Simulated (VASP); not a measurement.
Runs of VASP 6.6.1 on Re. The structure is that of space group P6_3/mmc (No. 194), or close to it. The cells are those of the table. 

```csv
cell,gap on the mesh (eV),pressure (GPa)
"a = 2.701, b = 2.701, c = 4.356 Å, angles 90.0, 90.0, 120.0°, 2 atoms",none,36.7
"a = 2.661, b = 2.661, c = 4.292 Å, angles 90.0, 90.0, 120.0°, 2 atoms",none,62.4
"a = 2.777, b = 2.777, c = 4.479 Å, angles 90.0, 90.0, 120.0°, 2 atoms",none,-0.5
"a = 2.813, b = 2.813, c = 4.538 Å, angles 90.0, 90.0, 120.0°, 2 atoms",none,-13.8
"a = 2.884, b = 2.884, c = 4.651 Å, angles 90.0, 90.0, 120.0°, 2 atoms",none,(a)
"a = 2.739, b = 2.739, c = 4.418 Å, angles 90.0, 90.0, 120.0°, 2 atoms",none,16.1
"a = 2.849, b = 2.849, c = 4.595 Å, angles 90.0, 90.0, 120.0°, 2 atoms",none,(b)
```

Alike in all rows: task single point; level PBE; potentials or basis VASP PAW PBE potentials, release 64 (Re); no spin polarisation; k mesh 21 × 21 × 12; cutoff (eV) 520; smearing fermi-dirac 0.1 eV.

Problem. Fill in the values left out.

Solution. (a) -32.7; (b) -24.3.

Caveats: spin-orbit coupling is left out, which moves the levels of the heavy elements; the cell stands under pressure (at least some runs); the cell stands under tension (at least some runs).

A k mesh can miss the band edges, and the runs leave out spin-orbit coupling on Re.

A gap of «none» marks levels without a gap at the run's occupations.
